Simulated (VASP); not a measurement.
A run of VASP 6.6.1 is set up as follows.

The input INCAR:

```
PREC = Accurate
ENCUT = 520
EDIFF = 1E-7
ISMEAR = -1
SIGMA = 0.05
LREAL = F
LASPH = T
NELM = 100
ALGO = Normal
ISIF = 2
LWAVE = F
LCHARG = F
GGA = CA
NBANDS = 36
```

The input KPOINTS:

```
Automatic mesh
0
Gamma
  8 8 4
```

Contents of POSCAR:

```
Ge
1.0
    3.9975858431      0.0000000000      0.0000000000
   -1.9987929216      3.4620108940      0.0000000000
    0.0000000000      0.0000000000      6.5993779500
Ge
4
Direct
    0.3333333333      0.6666666667      0.9370987500
    0.6666666667      0.3333333333      0.4370987500
    0.3333333333      0.6666666667      0.5629012500
    0.6666666667      0.3333333333      0.0629012500
```

Potentials or basis: VASP PAW LDA potentials, release 64 (Ge_d).

Command:

```bash
$ cat potpaw_LDA.64/Ge_d/POTCAR > POTCAR
$ mpirun -np 1 vasp_std > vasp.out
```

Q: Predict the band gap on the k mesh.

A: 0.17 eV, indirect (least direct gap 0.25 eV).

Q: Predict the pressure.

A: -1.8 GPa.

Stress tensor (GPa, compression positive):
```
-1.73  0.00  0.00
 0.00 -1.73  0.00
 0.00  0.00 -2.01
```

A k mesh can miss the band edges.
